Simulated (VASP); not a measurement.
# Be2N (P4/mmm) in VASP: notebook

Be2N is run at these levels: PBE; tasks: single point, relaxation of cell and atoms.

Everything below comes from runs of VASP 6.6.1. Logs are shortened: lines on timing, memory, paths and dates and some standing lists are left out, and cuts for length are marked.

## (1) The cell of the first run

It takes space group P4/mmm (No. 123, tetragonal). The conventional cell has a = 2.529 Å, b = 2.529 Å, c = 5.063 Å, α = 90.00°, β = 90.00°, γ = 90.00°. Be (site symmetry 4mm) has 1 N at 1.52 Å within 2.0 Å. N (site symmetry 4/mmm) has 2 Be at 1.52 Å within 2.0 Å.

## (2) Single point, PBE

INCAR reads:

```
SYSTEM = Be2N
ALGO = Normal ; EDIFF = 1E-7
ENCUT = 520 ; GGA = PE
ISIF = 2 ; ISMEAR = 0
LASPH = .TRUE. ; LCHARG = .FALSE.
LREAL = .FALSE. ; LWAVE = .FALSE.
NBANDS = 12 ; NELM = 100
PREC = Accurate ; SIGMA = 0.1
```

KPOINTS reads:

```
k-points
0
G
  18 18 10
  0 0 0
```

POSCAR reads:

```
Be2N
1.0
    2.5290132536      0.0000000000      0.0000000000
    0.0000000000      2.5290132536      0.0000000000
    0.0000000000      0.0000000000      5.0629050514
Be N
2 1
Direct
    0.0000000000      0.0000000000      0.2994316206
    0.0000000000      0.0000000000      0.7005683794
    0.0000000000      0.0000000000      0.0000000000
```

Potentials or basis: VASP PAW PBE potentials, release 64 (Be, N).

Started as:

```
cat potpaw_PBE.64/Be/POTCAR potpaw_PBE.64/N/POTCAR > POTCAR
mpirun -np 1 vasp_std > vasp.out
```

OUTCAR:

```text
SYSTEM = Be2N
   EDIFF = 1E-7
   ENCUT = 520
   GGA = PE
   ISIF = 2
   ISMEAR = 0
   LASPH = .TRUE.
   LREAL = .FALSE.
   NELM = 100
   PREC = Accurate

 ion  position               nearest neighbor table
   1  0.000  0.000  0.299-   3 1.52   2 2.03
   2  0.000  0.000  0.701-   3 1.52   1 2.03
   3  0.000  0.000  0.000-   1 1.52   2 1.52

  LATTYP: Found a simple tetragonal cell.
 ALAT       =     2.5290132536
 C/A-ratio  =     2.0019290307

  Lattice vectors:

 A1 = (   2.5290132536,   0.0000000000,   0.0000000000)
 A2 = (   0.0000000000,   2.5290132536,   0.0000000000)
 A3 = (   0.0000000000,   0.0000000000,   5.0629050514)

Analysis of symmetry for initial positions (statically):
=====================================================================
 Subroutine PRICEL returns:
 Original cell was already a primitive cell.

 Routine SETGRP: Setting up the symmetry group for a
 simple tetragonal supercell.

 Subroutine GETGRP returns: Found 16 space group operations
 (whereof 16 operations were pure point group operations)
 out of a pool of 16 trial point group operations.

The static configuration has the point symmetry D_4h.

Analysis of symmetry for dynamics (positions and initial velocities):
=====================================================================
 Subroutine PRICEL returns:
 Original cell was already a primitive cell.

 Routine SETGRP: Setting up the symmetry group for a
 simple tetragonal supercell.

 Subroutine GETGRP returns: Found 16 space group operations
 (whereof 16 operations were pure point group operations)
 out of a pool of 16 trial point group operations.

The dynamic configuration has the point symmetry D_4h.

 Subroutine INISYM returns: Found 16 space group operations
 (whereof 16 operations are pure point group operations),
 and found     1 'primitive' translations

----------------------------------------------------------------------------------------

                                     Primitive cell

  volume of cell :      32.3819

  direct lattice vectors                    reciprocal lattice vectors
     2.529013254  0.000000000  0.000000000     0.395411135  0.000000000  0.000000000
     0.000000000  2.529013254  0.000000000     0.000000000  0.395411135  0.000000000
     0.000000000  0.000000000  5.062905051     0.000000000  0.000000000  0.197515061

  length of vectors
     2.529013254  2.529013254  5.062905051     0.395411135  0.395411135  0.197515061

  position of ions in fractional coordinates (direct lattice)
     0.000000000  0.000000000  0.299431621
     0.000000000  0.000000000  0.700568379
     0.000000000  0.000000000  0.000000000

  ion indices of the primitive-cell ions
   primitive index   ion index
                 1           1
                 2           2
                 3           3

----------------------------------------------------------------------------------------

 KPOINTS: k-points

Automatic generation of k-mesh.
 Grid dimensions read from file:
 generate k-points for:   18   18   10

 Generating k-lattice:

  Cartesian coordinates                     Fractional coordinates (reciprocal lattice)
     0.021967285  0.000000000  0.000000000     0.055555556  0.000000000  0.000000000
     0.000000000  0.021967285  0.000000000     0.000000000  0.055555556  0.000000000
     0.000000000  0.000000000  0.019751506     0.000000000  0.000000000  0.100000000

  Length of vectors
     0.021967285  0.021967285  0.019751506

  Shift w.r.t. Gamma in fractional coordinates (k-lattice)
     0.000000000  0.000000000  0.000000000

 Subroutine IBZKPT returns following result:
 ===========================================

 Found    330 irreducible k-points:

 Following reciprocal coordinates:
            Coordinates               Weight
  0.000000  0.000000  0.000000      1.000000
  0.055556  0.000000  0.000000      4.000000
  0.111111  0.000000  0.000000      4.000000
  0.166667  0.000000  0.000000      4.000000
  0.222222  0.000000  0.000000      4.000000
  0.277778  0.000000  0.000000      4.000000
[... 16 lines left out ...]
  0.277778  0.111111  0.000000      8.000000
  0.333333  0.111111  0.000000      8.000000
 [... further k-points ...]
   k-points           NKPTS =    330   k-points in BZ     NKDIM =    330   number of bands    NBANDS=     12
   number of dos      NEDOS =    301   number of ions     NIONS =      3
   total plane-waves  NPLWV =  16000
   dimension x,y,z NGX =    20 NGY =   20 NGZ =   40
   dimension x,y,z NGXF=    40 NGYF=   40 NGZF=   80
   ions per type =               2   1
   NGX,Y,Z   is equivalent  to a cutoff of  13.15, 13.15, 13.13 a.u.
   NGXF,Y,Z  is equivalent  to a cutoff of  26.29, 26.29, 26.27 a.u.
 SYSTEM =  Be2N
   PREC   = accura    normal or accurate (medium, high low for compatibility)
   ISTART =      0    job   : 0-new  1-cont  2-samecut
   ICHARG =      2    charge: 1-file 2-atom 10-const
   ISPIN  =      1    spin polarized calculation?
   LNONCOLLINEAR =      F non collinear calculations
   LSORBIT =      F    spin-orbit coupling
   LASPH  =      T    aspherical Exc in radial PAW
   ENCUT  =  520.0 eV  38.22 Ry    6.18 a.u.   4.70  4.70  9.41*2*pi/ulx,y,z
   NELM   =    100;   NELMIN=  2; NELMDL= -5     # of ELM steps
   EDIFF  = 0.1E-06   stopping-criterion for ELM
   LREAL  =      F    real-space projection
   EDIFFG = 0.1E-05   stopping-criterion for IOM
   NSW    =      0    number of steps for IOM
   IBRION =     -1    ionic relax: 0-MD 1-quasi-New 2-CG
   NFREE  =      0    steps in history (QN), initial steepest desc. (CG)
   ISIF   =      2    stress and relaxation
   ISYM   =      2    0-nonsym 1-usesym 2-fastsym
   POTIM  = 0.5000    time-step for ionic-motion
   TEBEG  =    0.0;   TEEND  =   0.0 temperature during run
   PSTRESS=    0.0 pullay stress
   NELECT =       9.0000    total number of electrons
   NUPDOWN=      -1.0000    fix difference up-down
   EMIN   =  10.00;   EMAX   =-10.00  energy-range for DOS
   EFERMI =   0.00;   METHOD = LEGACY
   ISMEAR =     0;   SIGMA  =   0.10  broadening in eV -4-tet -1-fermi 0-gaus
   EFERMI_NEDOS =   21; number of points for ismear=-14 and -15
   IALGO  =     38    algorithm
   IMIX   =      4    mixing-type and parameters
     AMIX     =   0.40;   BMIX     =  1.00
     AMIX_MAG =   1.60;   BMIX_MAG =  1.00
  volume/ion in A,a.u.               =      10.79        72.84
  Fermi-wavevector in a.u.,A,eV,Ry     =   1.068370  2.018926 15.529885  1.141414
  Thomas-Fermi vector in A             =   2.204016
   LORBIT       =      0    0 simple, 1 ext, 2 COOP (PROOUT), +10 PAW based schemes
   GGA     = PE    functional components
   LHFCALC =     F    Hartree Fock is set to
   AEXX    =    0.0000 exact exchange contribution
   IVDW    =     0    specifies the selected vdW correction
   LEPSILON=     F    determine dielectric tensor
   LRPA    =     F    only Hartree local field effects (RPA)
 non-spin polarized calculation
 Gauss-broadening in eV      SIGMA  =   0.10
  energy-cutoff  :      520.00
  volume of cell :       32.38
 maximum number of plane-waves:       895
 NGX is ok and might be reduce to    20
   NGX =  9   NGY =  9   NGZ = 19

 number of electron       9.0000002 magnetization

 Free energy of the ion-electron system (eV)
  ---------------------------------------------------
  ext. energy  EPLUGINS =         0.00000000
  ---------------------------------------------------
  free energy    TOTEN  =       -13.47323203 eV

  energy without entropy =      -13.46820962  energy(sigma->0) =      -13.47072082

 E-fermi :   3.1896     XC(G=0):  -9.5815

 val. band max:        3.1887848883   @ k =   0.5000   0.1667   0.4000
 cond. band min:       3.1945428171   @ k =   0.4444   0.1667   0.4000
 fundamental gap:      0.0057579288
 Fermi energy:         3.1895923771

 k-point     1 :       0.0000    0.0000    0.0000
  band No.  band energies     occupation
      1     -12.3600      2.00000
      2      -3.3268      2.00000
      3      -3.0790      2.00000
      4       3.8870      0.00000
      5       3.8870      0.00000
      6       6.8754      0.00000
      7      10.8960      0.00000
      8      14.2981      0.00000
      9      14.2981      0.00000
     10      15.7202      0.00000
     11      15.7202      0.00000
     12      17.2968      0.00000

 k-point     2 :       0.0556    0.0000    0.0000
  band No.  band energies     occupation
      1     -12.3212      2.00000
      2      -3.2868      2.00000
      3      -3.0267      2.00000
      4       3.6746      0.00000
      5       3.9048      0.00000
      6       6.8474      0.00000
      7      10.9017      0.00000
      8      13.7340      0.00000
      9      14.3451      0.00000
     10      15.3868      0.00000
     11      15.7651      0.00000
     12      17.4130      0.00000

 k-point     3 :       0.1111    0.0000    0.0000
  band No.  band energies     occupation
      1     -12.2067      2.00000
      2      -3.1683      2.00000
      3      -2.8724      2.00000
      4       3.1023      1.78274
      5       3.9567      0.00000
      6       6.7547      0.00000
      7      10.7330      0.00000
      8      12.8394      0.00000
      9      14.4841      0.00000
     10      14.6197      0.00000
     11      15.8971      0.00000
     12      17.7085      0.00000
[... 286 lines left out ...]
 k-point    23 :       0.2778    0.1111    0.0000
  band No.  band energies     occupation
      1     -11.3559      2.00000
      2      -2.2783      2.00000
      3      -1.8185      2.00000
      4       0.8936      2.00000
      5       3.5632      0.00000
      6       6.0045      0.00000
      7       7.5193      0.00000
      8      11.7842      0.00000
      9      12.1864      0.00000
     10      15.4108      0.00000
     11      16.9587      0.00000
     12      18.6951      0.00000

 k-point    24 :       0.3333    0.1111    0.0000
  band No.  band energies     occupation
      1     -11.0678      2.00000
      2      -1.9653      2.00000
      3      -1.7151      2.00000
      4       0.5722      2.00000
      5       3.6975      0.00000
      6       5.5823      0.00000
      7       6.2192      0.00000
      8      11.5004      0.00000
      9      12.6390      0.00000
     10      15.9202      0.00000
     11      17.3197      0.00000
     12      18.4961      0.00000

 [... further k-points ...]

------------------------ aborting loop because EDIFF is reached ----------------------------------------

  FORCE on cell =-STRESS in cart. coord.  units (eV):
  Direction    XX          YY          ZZ          XY          YZ          ZX
  --------------------------------------------------------------------------------------
  -------------------------------------------------------------------------------------
  Total        0.0045647      0.0045647     -0.0437065      0.0000000      0.0000000     -0.0000000
  in kB        0.2258505      0.2258505     -2.1624924      0.0000000      0.0000000     -0.0000000
  external PRESSURE =      -0.5702638 kB  Pullay stress =       0.0000000 kB

 VOLUME and BASIS-vectors are now :
 -----------------------------------------------------------------------------
  energy-cutoff  :      520.00
  volume of cell :       32.38
      direct lattice vectors                 reciprocal lattice vectors
     2.529013254  0.000000000  0.000000000     0.395411135  0.000000000  0.000000000
     0.000000000  2.529013254  0.000000000     0.000000000  0.395411135  0.000000000
     0.000000000  0.000000000  5.062905051     0.000000000  0.000000000  0.197515061

 POSITION                                       TOTAL-FORCE (eV/Angst)
 -----------------------------------------------------------------------------------
      0.00000      0.00000      1.51599         0.000000      0.000000      0.005766
      0.00000      0.00000      3.54691        -0.000000     -0.000000     -0.005766
      0.00000      0.00000      0.00000        -0.000000      0.000000      0.000000
 -----------------------------------------------------------------------------------
    total drift:                               -0.000000      0.000000     -0.000000

  FREE ENERGIE OF THE ION-ELECTRON SYSTEM (eV)
  ---------------------------------------------------
  free  energy   TOTEN  =       -13.4732320318 eV

  energy  without entropy=      -13.4682096166  energy(sigma->0) =      -13.47072082
```

Wall time 76 s (1 thread of Intel Xeon Platinum 8488C (Sapphire Rapids), shared host); peak memory 0.23 GiB.

What came out:

```yaml
Free_energy: -13.4732 eV
Pressure: -0.1 GPa
Largest_force: 0.006 eV/Å
```

Forces in eV/Å, atoms in the order of the input:
```
Be   0.000  0.000  0.006
Be   0.000  0.000 -0.006
N    0.000  0.000  0.000
```

Stress tensor (GPa, compression positive):
```
 0.02  0.00  0.00
 0.00  0.02  0.00
 0.00  0.00 -0.22
```

## (3) Relaxation of cell and atoms, PBE

This run uses another cell than the first one, of 10.97 Å³/atom, 1.016 times its volume.

INCAR reads:

```
  PREC = Accurate
  ENCUT = 600
  EDIFF = 1E-7
  ISMEAR = 0
  SIGMA = 0.1
  LREAL = False
  LASPH = True
  NELM = 100
  ALGO = Normal
  ISIF = 3
  LWAVE = False
  LCHARG = False
  GGA = PE
  IBRION = 2
  NSW = 100
  EDIFFG = -0.01
```

KPOINTS reads:

```
Automatic mesh
0
Gamma
  18 18 10
```

POSCAR reads:

```
Be2N
1.0
    2.5474688763      0.0000000000      0.0000000000
    0.0000000000      2.5474688763      0.0000000000
    0.0000000000      0.0000000000      5.0713623175
Be N
2 1
Direct
    0.0000000000      0.0000000000      0.2974934340
    0.0000000000      0.0000000000      0.7025065660
    0.0000000000      0.0000000000      0.0000000000
```

Potentials or basis: VASP PAW PBE potentials, release 64 (Be, N).

Started as:

```
cat potpaw_PBE.64/Be/POTCAR potpaw_PBE.64/N/POTCAR > POTCAR
mpirun -np 1 vasp_std > vasp.out
```

OUTCAR:

```text
PREC = Accurate
   ENCUT = 600
   EDIFF = 1E-7
   ISMEAR = 0
   LREAL = False
   LASPH = True
   NELM = 100
   ISIF = 3
   GGA = PE
   IBRION = 2
   NSW = 100
   EDIFFG = -0.01

 ion  position               nearest neighbor table
   1  0.000  0.000  0.297-   3 1.51   2 2.05
   2  0.000  0.000  0.703-   3 1.51   1 2.05
   3  0.000  0.000  0.000-   1 1.51   2 1.51

  LATTYP: Found a simple tetragonal cell.
 ALAT       =     2.5474688763
 C/A-ratio  =     1.9907455454

  Lattice vectors:

 A1 = (   2.5474688763,   0.0000000000,   0.0000000000)
 A2 = (   0.0000000000,   2.5474688763,   0.0000000000)
 A3 = (   0.0000000000,   0.0000000000,   5.0713623175)

Analysis of symmetry for initial positions (statically):
=====================================================================
 Subroutine PRICEL returns:
 Original cell was already a primitive cell.

 Routine SETGRP: Setting up the symmetry group for a
 simple tetragonal supercell.

 Subroutine GETGRP returns: Found 16 space group operations
 (whereof 16 operations were pure point group operations)
 out of a pool of 16 trial point group operations.

The static configuration has the point symmetry D_4h.

Analysis of symmetry for dynamics (positions and initial velocities):
[... 276 lines left out ...]

------------------------ aborting loop because EDIFF is reached ----------------------------------------
[... 69 lines left out ...]
--------------------------------------- Ionic step       10  -------------------------------------------

 number of electron       9.0000000 magnetization

 Free energy of the ion-electron system (eV)
  ---------------------------------------------------
  ext. energy  EPLUGINS =         0.00000000
  ---------------------------------------------------
  free energy    TOTEN  =       -13.47480301 eV

  energy without entropy =      -13.46977215  energy(sigma->0) =      -13.47228758

 E-fermi :   3.2038     XC(G=0):  -9.5886

 val. band max:        3.1978869031   @ k =   0.1111   0.1111   0.0000
 cond. band min:       3.2048416050   @ k =   0.5000   0.1667   0.4000
 fundamental gap:      0.0069547018
 Fermi energy:         3.2038126473

 k-point     1 :       0.0000    0.0000    0.0000
  band No.  band energies     occupation
      1     -12.3562      2.00000
      2      -3.3206      2.00000
      3      -3.0749      2.00000
      4       3.9043      0.00000
      5       3.9043      0.00000
      6       6.8983      0.00000
      7      10.9172      0.00000
      8      14.3216      0.00000
[... 243 lines left out ...]
 k-point    24 :       0.3333    0.1111    0.0000
  band No.  band energies     occupation
      1     -11.0601      2.00000
      2      -1.9559      2.00000
      3      -1.7095      2.00000
      4       0.5809      2.00000
      5       3.7144      0.00000
      6       5.5981      0.00000
      7       6.2318      0.00000
      8      11.5281      0.00000

 [... further k-points ...]

------------------------ aborting loop because EDIFF is reached ----------------------------------------

  FORCE on cell =-STRESS in cart. coord.  units (eV):
  Direction    XX          YY          ZZ          XY          YZ          ZX
  --------------------------------------------------------------------------------------
  -------------------------------------------------------------------------------------
  Total       -0.0005574     -0.0005574     -0.0033331      0.0000000      0.0000000      0.0000000
  in kB       -0.0276318     -0.0276318     -0.1652195      0.0000000      0.0000000      0.0000000
  external PRESSURE =      -0.0734944 kB  Pullay stress =       0.0000000 kB
[... 18 lines left out ...]
  FREE ENERGIE OF THE ION-ELECTRON SYSTEM (eV)
  ---------------------------------------------------
  free  energy   TOTEN  =       -13.4748030074 eV

  energy  without entropy=      -13.4697721492  energy(sigma->0) =      -13.47228758

 reached required accuracy - stopping structural energy minimisation
```

OSZICAR:

```text
N       E                     dE             d eps       ncg     rms          rms(c)
DAV:   1     0.173848906833E+02    0.17385E+02   -0.40233E+03  5288   0.101E+03
DAV:   2    -0.143870210608E+02   -0.31772E+02   -0.30901E+02  8336   0.156E+02
[... 77 lines left out ...]
   9 F= -.13474782E+02 E0= -.13472259E+02  d E =0.169884E-04
       N       E                     dE             d eps       ncg     rms          rms(c)
DAV:   1    -0.134748090147E+02   -0.26634E-04   -0.43045E-04  5464   0.201E-01    0.158E-02
DAV:   2    -0.134748051476E+02    0.38671E-05   -0.47074E-05  7352   0.487E-02    0.116E-02
DAV:   3    -0.134748032064E+02    0.19412E-05   -0.89823E-06  6328   0.196E-02    0.574E-03
DAV:   4    -0.134748029849E+02    0.22153E-06   -0.15833E-06  5672   0.124E-02    0.426E-04
DAV:   5    -0.134748030074E+02   -0.22543E-07   -0.68188E-08  2840   0.254E-03
  10 F= -.13474803E+02 E0= -.13472288E+02  d E =-.365706E-05
```

Run time: 4.3 min. Hardware: 1 thread of Intel Xeon Platinum 8488C (Sapphire Rapids), shared host; peak memory 0.22 GiB.

What came out:

| Quantity | Value |
| --- | --- |
| Free energy | -13.4748 eV |
| Relaxed volume | 10.77 Å³/atom |
| Relaxed cell | a = 2.527 Å, b = 2.527 Å, c = 5.060 Å, α = 90.00°, β = 90.00°, γ = 90.00° |
| Space group after relaxing (to 0.05 Å) | P4/mmm (No. 123) |
| Energy gained by relaxing | 1.1 meV/atom |
| Ionic steps | 10 |
| Pressure after relaxing | 0.0 GPa |

Forces on the atoms (eV/Å):
```
Be   0.000  0.000  0.002
Be   0.000  0.000 -0.002
N    0.000  0.000  0.000
```

Step by step:
| step | energy change (eV) | largest force (eV/Å) | pressure (GPa) | volume (Å³) |
| --- | --- | --- | --- | --- |
| 1 | 0.0000 | 0.2616 | -0.08 | 32.91 |
| 2 | -0.0003 | 0.2081 | -1.68 | 32.89 |
| 3 | -0.0019 | 0.0162 | -0.92 | 32.90 |
| 4 | -0.0028 | 0.0243 | -0.20 | 32.62 |
| 5 | -0.0028 | 0.0223 | -0.24 | 32.63 |
| 6 | -0.0032 | 0.0093 | -0.13 | 32.51 |
| 7 | -0.0034 | 0.0108 | 0.04 | 32.33 |
| 8 | -0.0034 | 0.0118 | 0.04 | 32.32 |
| 9 | -0.0034 | 0.0197 | -0.12 | 32.33 |
| 10 | -0.0034 | 0.0025 | -0.01 | 32.32 |

Final structure:
```
CELL_PARAMETERS angstrom
2.52738 0.00000 0.00000
0.00000 2.52738 0.00000
0.00000 0.00000 5.06008
ATOMIC_POSITIONS crystal
Be 0.00000 0.00000 0.29955
Be 0.00000 0.00000 0.70045
N 0.00000 0.00000 0.00000
```

[end of part 1 of 2]
